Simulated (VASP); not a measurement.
# Cu (P6_3/mmc) in VASP: a series of runs, part 2 of 2

VASP 6.6.1. The steps go on from the part before.

**5. Single point, PBEsol**

INCAR

```
PREC = Accurate ; ENCUT = 520
EDIFF = 1E-6 ; ISMEAR = -1
SIGMA = 0.1 ; LREAL = F
LASPH = T ; NELM = 80
ALGO = Normal ; ISIF = 2
LWAVE = F ; LCHARG = F
GGA = PS ; NBANDS = 18
```

KPOINTS

```
Automatic mesh
0
Gamma
  16 16 9
```

POSCAR

```
Cu
1.0
    2.5185716007      0.0000000000      0.0000000000
   -1.2592858004      2.1811469875      0.0000000000
    0.0000000000      0.0000000000      4.1243903512
Cu
2
Direct
    0.3333333333      0.6666666667      0.2500000000
    0.6666666667      0.3333333333      0.7500000000
```

Potentials or basis: VASP PAW PBE potentials, release 64 (Cu).

On the command line:

```console
$ cat potpaw_PBE.64/Cu/POTCAR > POTCAR
$ mpirun -np 1 vasp_std > vasp.out
```

OUTCAR:

```text
PREC = Accurate
   ENCUT = 520
   EDIFF = 1E-6
   ISMEAR = -1
   LREAL = F
   LASPH = T
   NELM = 80
   ISIF = 2
   GGA = PS

 ion  position               nearest neighbor table
   1  0.333  0.667  0.250-   2 2.52   2 2.52   2 2.52   2 2.52   2 2.52   2 2.52
   2  0.667  0.333  0.750-   1 2.52   1 2.52   1 2.52   1 2.52   1 2.52   1 2.52

  LATTYP: Found a hexagonal cell.
 ALAT       =     2.5185716007
 C/A-ratio  =     1.6375910655

  Lattice vectors:

 A1 = (   2.5185716007,   0.0000000000,   0.0000000000)
 A2 = (  -1.2592858004,   2.1811469875,   0.0000000000)
 A3 = (   0.0000000000,   0.0000000000,   4.1243903512)

Analysis of symmetry for initial positions (statically):
=====================================================================
 Subroutine PRICEL returns:
 Original cell was already a primitive cell.

 Routine SETGRP: Setting up the symmetry group for a
 hexagonal supercell.

 Subroutine GETGRP returns: Found 24 space group operations
[... 155 lines left out ...]
   NGX =  9   NGY =  9   NGZ = 15

 number of electron      21.9999984 magnetization

 Free energy of the ion-electron system (eV)
  ---------------------------------------------------
  ext. energy  EPLUGINS =         0.00000000
  ---------------------------------------------------
  free energy    TOTEN  =        -8.60891975 eV

  energy without entropy =       -8.58760232  energy(sigma->0) =       -8.59826103

 E-fermi :   7.8913     XC(G=0): -13.1526

 val. band max:        7.8603322917   @ k =   0.5000  -0.0000   0.1111
 cond. band min:       7.9151621000   @ k =   0.5000  -0.0000   0.0000
 fundamental gap:      0.0548298082
 Fermi energy:         7.8913348548

 k-point     1 :       0.0000    0.0000    0.0000
  band No.  band energies     occupation
      1      -1.7859      2.00000
      2       2.5842      2.00000
      3       4.7527      2.00000
      4       4.8289      2.00000
      5       4.8289      2.00000
      6       5.0495      2.00000
[... 481 lines left out ...]
      5       4.6259      2.00000
      6       4.9589      2.00000
[... 10 lines left out ...]
     17      24.2572      0.00000
     18      25.2041      0.00000

 [... further k-points ...]
[... 5 lines left out ...]
  --------------------------------------------------------------------------------------
  -------------------------------------------------------------------------------------
  Total        0.1075096      0.1075096      0.0751042     -0.0000000      0.0000000      0.0000000
  in kB        7.6025432      7.6025432      5.3109937     -0.0000000      0.0000000      0.0000000
  external PRESSURE =       6.8386934 kB  Pullay stress =       0.0000000 kB

 VOLUME and BASIS-vectors are now :
 -----------------------------------------------------------------------------
  energy-cutoff  :      520.00
  volume of cell :       22.66
      direct lattice vectors                 reciprocal lattice vectors
     2.518571601  0.000000000  0.000000000     0.397050455  0.229237187  0.000000000
    -1.259285800  2.181146988  0.000000000     0.000000000  0.458474374  0.000000000
     0.000000000  0.000000000  4.124390351     0.000000000  0.000000000  0.242460076

 POSITION                                       TOTAL-FORCE (eV/Angst)
 -----------------------------------------------------------------------------------
     -0.00000      1.45410      1.03110        -0.000000      0.000000      0.000000
      1.25929      0.72705      3.09329         0.000000      0.000000      0.000000
 -----------------------------------------------------------------------------------
    total drift:                               -0.000000      0.000000     -0.000000

  FREE ENERGIE OF THE ION-ELECTRON SYSTEM (eV)
  ---------------------------------------------------
  free  energy   TOTEN  =        -8.6089197480 eV

  energy  without entropy=       -8.5876023217  energy(sigma->0) =       -8.59826103
```

stdout:

```text
POSCAR found type information on POSCAR Cu
 POSCAR found :  1 types and       2 ions
 scaLAPACK will be used
 -----------------------------------------------------------------------------
|                                                                             |
|                                                                             |
|     You enforced a specific xc type in the INCAR file but a different       |
|     I HOPE YOU KNOW WHAT YOU ARE DOING!                                     |
|                                                                             |
 -----------------------------------------------------------------------------

 LDA part: xc-table for (Slater+PW92), standard interpolation
 POSCAR, INCAR and KPOINTS ok, starting setup
 FFT: planning ... GRIDC
 FFT: planning ... GRID_SOFT
 FFT: planning ... GRID
 WAVECAR not read
 entering main loop
```

It took 93 s on 1 thread of Intel Xeon 8259CL, shared host; peak memory 0.17 GiB.

What came out:

- Free energy: -8.6089 eV
- Pressure: 0.7 GPa
- Band gap on the k mesh: zero (band 11 reaches 11.34 eV, above the bottom of band 12 at 5.98 eV)

Stress tensor (GPa, compression positive):
```
0.76 0.00 0.00
0.00 0.76 0.00
0.00 0.00 0.53
```

Levels at points of the mesh, in eV from the Fermi level:
```tsv
k point	band 9	band 10	band 11	band 12	band 13	band 14
(0.00, 0.00, 0.00)	-2.53	-1.74	-1.74	-1.15	3.94	21.75
(0.50, 0.00, 0.00)	-1.59	-1.53	0.02	1.67	7.94	8.34
```

Caveat: the PAW data sets were made with another functional, which shifts forces and pressure a little.

**6. Single point, PBEsol (volume scaled by 1.04)**

INCAR

```
SYSTEM = Cu
PREC = Accurate
ENCUT = 520
EDIFF = 1E-6
ISMEAR = -1
SIGMA = 0.1
LREAL = .False.
LASPH = .True.
NELM = 60
ALGO = Normal
ISIF = 2
LWAVE = .False.
LCHARG = .True.
GGA = PS
LELF = .True.
LVHAR = .True.
NBANDS = 18
```

KPOINTS

```
regular mesh
0
Gamma
  16 16 9
  0 0 0
```

POSCAR

```
Cu
1.0
    2.5517145015      0.0000000000      0.0000000000
   -1.2758572507      2.2098495815      0.0000000000
    0.0000000000      0.0000000000      4.1786648693
Cu
2
Direct
    0.3333333333      0.6666666667      0.2500000000
    0.6666666667      0.3333333333      0.7500000000
```

Potentials or basis: VASP PAW PBE potentials, release 64 (Cu).

On the command line:

```console
$ cat potpaw_PBE.64/Cu/POTCAR > POTCAR
$ mpirun -np 1 vasp_std > vasp.out
```

OUTCAR:

```text
SYSTEM = Cu
   PREC = Accurate
   ENCUT = 520
   EDIFF = 1E-6
   ISMEAR = -1
   LREAL = .False.
   LASPH = .True.
   NELM = 60
   ISIF = 2
   GGA = PS

 ion  position               nearest neighbor table
   1  0.333  0.667  0.250-   2 2.56   2 2.56   2 2.56   2 2.56   2 2.56   2 2.56
   2  0.667  0.333  0.750-   1 2.56   1 2.56   1 2.56   1 2.56   1 2.56   1 2.56

  LATTYP: Found a hexagonal cell.
 ALAT       =     2.5517145015
 C/A-ratio  =     1.6375910655

  Lattice vectors:

 A1 = (   2.5517145015,   0.0000000000,   0.0000000000)
 A2 = (  -1.2758572507,   2.2098495815,   0.0000000000)
 A3 = (   0.0000000000,   0.0000000000,   4.1786648693)

Analysis of symmetry for initial positions (statically):
=====================================================================
 Subroutine PRICEL returns:
 Original cell was already a primitive cell.

 Routine SETGRP: Setting up the symmetry group for a
 hexagonal supercell.

 Subroutine GETGRP returns: Found 24 space group operations
 (whereof 12 operations were pure point group operations)
 out of a pool of 24 trial point group operations.

The static configuration has the point symmetry D_3d.
 The point group associated with its full space group is D_6h.

Analysis of symmetry for dynamics (positions and initial velocities):
=====================================================================
 Subroutine PRICEL returns:
 Original cell was already a primitive cell.

 Routine SETGRP: Setting up the symmetry group for a
 hexagonal supercell.

 Subroutine GETGRP returns: Found 24 space group operations
 (whereof 12 operations were pure point group operations)
 out of a pool of 24 trial point group operations.

[... 107 lines left out ...]
   ISIF   =      2    stress and relaxation
   ISYM   =      2    0-nonsym 1-usesym 2-fastsym
   POTIM  = 0.5000    time-step for ionic-motion
   TEBEG  =    0.0;   TEEND  =   0.0 temperature during run
   PSTRESS=    0.0 pullay stress
   NELECT =      22.0000    total number of electrons
   NUPDOWN=      -1.0000    fix difference up-down
   EMIN   =  10.00;   EMAX   =-10.00  energy-range for DOS
   EFERMI =   0.00;   METHOD = LEGACY
   ISMEAR =    -1;   SIGMA  =   0.10  broadening in eV -4-tet -1-fermi 0-gaus
   EFERMI_NEDOS =   21; number of points for ismear=-14 and -15
   IALGO  =     38    algorithm
   IMIX   =      4    mixing-type and parameters
     AMIX     =   0.40;   BMIX     =  1.00
     AMIX_MAG =   1.60;   BMIX_MAG =  1.00
  volume/ion in A,a.u.               =      11.78        79.51
  Fermi-wavevector in a.u.,A,eV,Ry     =   1.600067  3.023689 34.833849  2.560216
  Thomas-Fermi vector in A             =   2.697261
   LORBIT       =      0    0 simple, 1 ext, 2 COOP (PROOUT), +10 PAW based schemes
   GGA     = PS    functional components
   LHFCALC =     F    Hartree Fock is set to
   AEXX    =    0.0000 exact exchange contribution
   IVDW    =     0    specifies the selected vdW correction
   LEPSILON=     F    determine dielectric tensor
   LRPA    =     F    only Hartree local field effects (RPA)
 non-spin polarized calculation
  energy-cutoff  :      520.00
  volume of cell :       23.56
 maximum number of plane-waves:       652
 NGX is ok and might be reduce to    20
   NGX =  9   NGY =  9   NGZ = 15

 number of electron      21.9999996 magnetization

 Free energy of the ion-electron system (eV)
  ---------------------------------------------------
  ext. energy  EPLUGINS =         0.00000000
  ---------------------------------------------------
  free energy    TOTEN  =        -8.59610080 eV

  energy without entropy =       -8.57434330  energy(sigma->0) =       -8.58522205

 E-fermi :   7.3958     XC(G=0): -12.9217

 val. band max:        7.3778686956   @ k =   0.5000   0.0000   0.1111
 cond. band min:       7.4239041917   @ k =   0.5000   0.0000   0.0000
 fundamental gap:      0.0460354962
 Fermi energy:         7.3958490760

 k-point     1 :       0.0000    0.0000    0.0000
  band No.  band energies     occupation
      1      -1.9771      2.00000
      2       2.3164      2.00000
      3       4.3830      2.00000
      4       4.4559      2.00000
      5       4.4559      2.00000
      6       4.6626      2.00000
[... 481 lines left out ...]
      5       4.2665      2.00000
      6       4.5789      2.00000
[... 10 lines left out ...]
     17      23.2843      0.00000
     18      24.3677      0.00000

 [... further k-points ...]
[... 5 lines left out ...]
  --------------------------------------------------------------------------------------
  -------------------------------------------------------------------------------------
  Total       -0.7613634     -0.7613634     -0.7903214     -0.0000000     -0.0000000      0.0000000
  in kB      -51.7690565    -51.7690565    -53.7380633     -0.0000000     -0.0000000      0.0000000
  external PRESSURE =     -52.4253921 kB  Pullay stress =       0.0000000 kB

 VOLUME and BASIS-vectors are now :
 -----------------------------------------------------------------------------
  energy-cutoff  :      520.00
  volume of cell :       23.56
      direct lattice vectors                 reciprocal lattice vectors
     2.551714501  0.000000000  0.000000000     0.391893372  0.226259744  0.000000000
    -1.275857251  2.209849581  0.000000000     0.000000000  0.452519487  0.000000000
     0.000000000  0.000000000  4.178664869     0.000000000  0.000000000  0.239310888

 POSITION                                       TOTAL-FORCE (eV/Angst)
 -----------------------------------------------------------------------------------
     -0.00000      1.47323      1.04467        -0.000000      0.000000      0.000000
      1.27586      0.73662      3.13400         0.000000     -0.000000      0.000000
 -----------------------------------------------------------------------------------
    total drift:                               -0.000000      0.000000     -0.000000

  FREE ENERGIE OF THE ION-ELECTRON SYSTEM (eV)
  ---------------------------------------------------
  free  energy   TOTEN  =        -8.5961007951 eV

  energy  without entropy=       -8.5743432951  energy(sigma->0) =       -8.58522205
```

OSZICAR:

```text
N       E                     dE             d eps       ncg     rms          rms(c)
DAV:   1     0.120152118364E+03    0.12015E+03   -0.10604E+04  5888   0.220E+03
DAV:   2    -0.483363649739E+01   -0.12499E+03   -0.11883E+03  5410   0.285E+02
DAV:   3    -0.107130461349E+02   -0.58794E+01   -0.56616E+01  6062   0.849E+01
DAV:   4    -0.107744185568E+02   -0.61372E-01   -0.61323E-01  6560   0.931E+00
DAV:   5    -0.107751818469E+02   -0.76329E-03   -0.76326E-03  6650   0.890E-01    0.119E+01
DAV:   6    -0.951794079714E+01    0.12572E+01   -0.13611E+01  5762   0.107E+02    0.626E+00
DAV:   7    -0.862112820858E+01    0.89681E+00   -0.27680E+00  5846   0.440E+01    0.696E-01
DAV:   8    -0.860163324141E+01    0.19495E-01   -0.27444E-02  7810   0.257E+00    0.555E-01
DAV:   9    -0.859606630616E+01    0.55669E-02   -0.86688E-03  6248   0.267E+00    0.323E-02
DAV:  10    -0.859609815172E+01   -0.31846E-04   -0.25551E-04  8196   0.249E-01    0.505E-03
DAV:  11    -0.859610080758E+01   -0.26559E-05   -0.10163E-06  4796   0.253E-02    0.199E-03
DAV:  12    -0.859610079507E+01    0.12508E-07   -0.61222E-07  3508   0.164E-02
   1 F= -.85961008E+01 E0= -.85852220E+01  d E =-.217575E-01
```

stdout:

```text
POSCAR found type information on POSCAR Cu
 POSCAR found :  1 types and       2 ions
 scaLAPACK will be used
 -----------------------------------------------------------------------------
|                                                                             |
|                                                                             |
|     You enforced a specific xc type in the INCAR file but a different       |
|     I HOPE YOU KNOW WHAT YOU ARE DOING!                                     |
|                                                                             |
 -----------------------------------------------------------------------------

 LDA part: xc-table for (Slater+PW92), standard interpolation
 POSCAR, INCAR and KPOINTS ok, starting setup
 FFT: planning ... GRIDC
 FFT: planning ... GRID_SOFT
 FFT: planning ... GRID
 WAVECAR not read
 entering main loop
```

It took 83 s on 1 thread of Intel Xeon 8259CL, shared host; peak memory 0.17 GiB.

Results:

```
Free energy            : -8.5961 eV
Pressure               : -5.2 GPa
Band gap on the k mesh : zero (band 11 reaches 10.76 eV, above the bottom of band 12 at 5.53 eV)
```

Caveat: the cell differs from its parent crystal (volume scaled by 1.04); the PAW data sets were made with another functional, which shifts forces and pressure a little.

**7. Relaxation of cell and atoms, PBEsol**

This run uses another cell than the first one, of 11.81 Å³/atom, 1.043 times its volume.

INCAR

```
SYSTEM = Cu
  PREC = Accurate
  ENCUT = 600
  EDIFF = 1E-6
  ISMEAR = -1
  SIGMA = 0.1
  LREAL = .False.
  LASPH = .True.
  NELM = 80
  ALGO = Normal
  ISIF = 3
  LWAVE = .False.
  LCHARG = .False.
  GGA = PS
  IBRION = 2
  NSW = 80
  EDIFFG = -0.01
```

KPOINTS

```
Automatic mesh
0
Gamma
  14 14 8
  0 0 0
```

POSCAR

```
Cu
1.0
    2.5561591618      0.0000000000      0.0000000000
   -1.2780795809      2.2136987702      0.0000000000
    0.0000000000      0.0000000000      4.1742079112
Cu
2
Direct
    0.3333333333      0.6666666667      0.2500000000
    0.6666666667      0.3333333333      0.7500000000
```

On the command line:

```console
$ cat potpaw_PBE.64/Cu/POTCAR > POTCAR
$ mpirun -np 1 vasp_std > vasp.out
```

Wall time 4.7 min (1 thread of Intel Xeon 8259CL, shared host); peak memory 0.17 GiB.

It converged, with:

```
Free energy                            : -8.6056 eV
Relaxed volume                         : 11.38 Å³/atom
Relaxed cell                           : a = 2.523 Å, b = 2.523 Å, c = 4.132 Å, α = 90.00°, β = 90.00°, γ = 120.00°
Space group after relaxing (to 0.05 Å) : P6_3/mmc (No. 194)
Energy gained by relaxing              : 7.5 meV/atom
Ionic steps                            : 7
Pressure after relaxing                : 0.0 GPa
Band gap on the k mesh                 : zero (band 11 reaches 11.54 eV, above the bottom of band 12 at 5.86 eV)
```

The path:
```tsv
step	energy change (eV)	largest force (eV/Å)	pressure (GPa)	volume (Å³)
1	0.0000	0.0000	-5.44	23.62
2	-0.0095	0.0000	3.76	22.28
3	-0.0151	0.0000	0.02	22.77
4	-0.0150	0.0000	-0.04	22.78
5	-0.0151	0.0000	-0.19	22.78
6	-0.0151	0.0000	-0.19	22.78
7	-0.0151	0.0000	0.04	22.77
```

Final structure:
```cif
data_structure
_symmetry_space_group_name_H-M 'P 1'
_symmetry_Int_Tables_number 1
_cell_length_a 2.5225
_cell_length_b 2.5225
_cell_length_c 4.1317
_cell_angle_alpha 90.000
_cell_angle_beta 90.000
_cell_angle_gamma 120.000
_cell_volume 22.77
loop_
_atom_site_label
_atom_site_type_symbol
_atom_site_fract_x
_atom_site_fract_y
_atom_site_fract_z
_atom_site_occupancy
Cu1 Cu 0.33333 0.66667 0.25000 1
Cu2 Cu 0.66667 0.33333 0.75000 1
```

Levels at points of the mesh, in eV from the Fermi level:
| k point | band 8 | band 9 | band 10 | band 11 | band 12 | band 13 | band 14 | band 15 |
| --- | --- | --- | --- | --- | --- | --- | --- | --- |
| (0.00, 0.00, 0.00) | -2.47 | -2.47 | -1.69 | -1.69 | -1.10 | 3.96 | 21.76 | 22.40 |
| (0.50, 0.00, 0.00) | -1.59 | -1.55 | -1.49 | 0.06 | 1.70 | 7.96 | 8.35 | 10.94 |
| (0.00, 0.00, 0.50) | -3.05 | -1.93 | -1.93 | -1.93 | -1.93 | 12.72 | 12.72 | 22.46 |
| (0.50, 0.00, 0.50) | -1.88 | -1.53 | -1.53 | 0.50 | 0.50 | 5.10 | 5.10 | 16.55 |

Caveat: the PAW data sets were made with another functional, which shifts forces and pressure a little.

**8. Overview**

| task | cell | k mesh | cutoff (eV) | gap on the mesh (eV) | pressure (GPa) |
| --- | --- | --- | --- | --- | --- |
| single point | a = 2.519, b = 2.519, c = 4.124 Å, angles 90.0, 90.0, 120.0°, 2 atoms | 14 × 14 × 8 | 520 | none | 0.7 |
| single point | a = 2.414, b = 2.414, c = 3.952 Å, angles 90.0, 90.0, 120.0°, 2 atoms | 16 × 16 × 9 | 520 | none | 30.0 |
| single point | a = 2.450, b = 2.450, c = 4.011 Å, angles 90.0, 90.0, 120.0°, 2 atoms | 16 × 16 × 9 | 520 | none | 17.8 |
| single point | a = 2.519, b = 2.519, c = 4.124 Å, angles 90.0, 90.0, 120.0°, 2 atoms | 16 × 16 × 9 | 520 | none | 0.7 |
| single point | a = 2.552, b = 2.552, c = 4.179 Å, angles 90.0, 90.0, 120.0°, 2 atoms | 16 × 16 × 9 | 520 | none | -5.2 |
| relaxation of cell and atoms | relaxed from a = 2.556, b = 2.556, c = 4.174 Å, angles 90.0, 90.0, 120.0°, 2 atoms | 14 × 14 × 8 | 600 | none | 0.0 |

Alike in all rows: level PBEsol; potentials or basis VASP PAW PBE potentials, release 64 (Cu); no spin polarisation; smearing fermi-dirac 0.1 eV.

Caveats: the PAW data sets were made with another functional, which shifts forces and pressure a little.

Total energies depend on the potentials used, so only differences within one code and one set of settings carry meaning.
